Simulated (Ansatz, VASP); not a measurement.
**One calculation of MnS, two programs**

Contents of INCAR:

```
SYSTEM = MnS
PREC     = Accurate       ! precision mode
ENCUT    = 680            ! plane-wave cutoff, eV
EDIFF    = 1E-6           ! SCF threshold, eV
ISMEAR   = 0              ! smearing method
SIGMA    = 0.05           ! smearing width, eV
LREAL    = .FALSE.        ! projectors in reciprocal space
LASPH    = .TRUE.         ! aspherical terms in the spheres
NELM     = 200            ! most SCF steps
ALGO     = Normal         ! electronic algorithm
ISIF     = 2              ! what is computed and relaxed
LWAVE    = .FALSE.        ! write WAVECAR
LCHARG   = .TRUE.         ! write CHGCAR
ISPIN    = 2              ! spin polarisation
MAGMOM   = 4.98 0.12      ! initial moments
LORBIT   = 11             ! projections on sites
LMAXMIX  = 4              ! l up to which the mixer works
LDAU     = .TRUE.         ! DFT+U
LDAUTYPE = 2            
LDAUL    = 2 -1           ! shell
LDAUU    = 3.9 0          ! U, eV
LDAUJ    = 0 0          
LDAUPRINT= 1            
GGA      = PE             ! functional
LELF     = .TRUE.         ! ELF
LVHAR    = .TRUE.       
NBANDS   = 22             ! bands
GGA_COMPAT= .FALSE.
```

Contents of KPOINTS:

```
Automatic mesh
0
G
  8 8 8
  0 0 0
```

POSCAR

```
MnS
1.0
    0.0000000000      2.6327938317      2.6327938317
    2.6327938317      0.0000000000      2.6327938317
    2.6327938317      2.6327938317      0.0000000000
Mn S
1 1
Direct
    0.0000000000      0.0000000000      0.0000000000
    0.5000000000      0.5000000000      0.5000000000
```

Input for Ansatz:

```yaml
crystal:
  lattice:
    - [0.0, 2.6327938317, 2.6327938317]
    - [2.6327938317, 0.0, 2.6327938317]
    - [2.6327938317, 2.6327938317, 0.0]
  atoms:
    - { symbol: Mn, position: [0.0, 0.0, 0.0], spin: 4.95 }
    - { symbol: S, position: [0.5, 0.5, 0.5] }
basis:
  ecutwfc: 420
  ecutrho_ratio: 4
kpoints:
  mp_grid: { grid: [8, 8, 8] }
hamiltonian:
  xc: pbe
  hubbard:
    sites:
      - { species: Mn, l: d, u_eff: 3.9, starting_ns: start.occupation_matrices }
    ns_hold: { iters: 6 }
scf:
  occupations: { method: gaussian, width: 0.05 }
  lower_state_search: "off"
output:
  forces: true
  stress: true
  eigenvalues: true
  populations: true
  hubbard: { sites: [{ species: Mn, l: d }] }
magnetization:
  spin_polarized: true
```

Alike in both runs: task single point; functional PBE; k mesh 8 × 8 × 8; occupations gaussian, width 0.05 eV; collinear spin; Hubbard terms Mn d U = 3.9 eV.

```csv
,VASP,Ansatz
version,VASP 6.6.1,Ansatz 0.2.0
potentials or method,"VASP PAW PBE potentials, release 64 (Mn_sv, S), cutoff 680 eV","scalar-relativistic, plane waves, PAW"
valence electrons in the cell,21,21
```

VASP gave:

* gap on the k mesh at the Fermi level (eV): 0.61
* least direct gap on the mesh (eV): 2.58
* pressure (GPa): 0.8
* net moment per atom (μB): 2.50
* size of the moment on the site where the two differ most (μB): 4.45

Estimate Ansatz's values.

gap on the k mesh at the Fermi level (eV): 0.90; least direct gap on the mesh (eV): 2.59; pressure (GPa): 2.0; net moment per atom (μB): 2.50; size of the moment on the site where the two differ most (μB): 4.52.

Site moments also hang on the region over which each program counts them. The programs project onto different local orbitals, so the same U acts differently, and such runs can settle in different states. Ansatz's warnings: stability check not made.
